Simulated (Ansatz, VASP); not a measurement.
## One calculation of Ga2O3, two programs

```
CELL_PARAMETERS angstrom
2.52894 1.46008 4.54125
-2.52894 1.46008 4.54125
0.00000 -2.92017 4.54125
ATOMIC_POSITIONS crystal
Ga 0.35586 0.35586 0.35586
Ga 0.14414 0.14414 0.14414
Ga 0.64414 0.64414 0.64414
Ga 0.85586 0.85586 0.85586
O 0.55310 0.94690 0.25000
O 0.25000 0.55310 0.94690
O 0.94690 0.25000 0.55310
O 0.44690 0.05310 0.75000
O 0.75000 0.44690 0.05310
O 0.05310 0.75000 0.44690
```

Alike in both runs: functional PBE; k mesh 6 × 6 × 6; occupations gaussian, width 0.02 eV; no spin polarisation.

Ansatz relaxed the structure, and its values are those at the end. VASP's run is a single point on that final structure, the one shown.

|  | VASP | Ansatz |
| --- | --- | --- |
| version | VASP 6.6.1 | Ansatz 0.2.0 |
| potentials or method | VASP PAW PBE potentials, release 64 (Ga_d, O), cutoff 600 eV | scalar-relativistic, plane waves, PAW |
| valence electrons in the cell | 88 | 88 |

|  | VASP | Ansatz | Ansatz less VASP |
| --- | --- | --- | --- |
| gap on the k mesh at the Fermi level (eV) | 2.39 | 2.41 | +0.015 |
| least direct gap on the mesh (eV) | 2.62 | 2.64 | +0.015 |
| pressure (GPa) | 0.7 | 0.0 | -0.69 |
| rms of the force components (eV/Å) | 0.004 | 0.000 | -0.0036 |
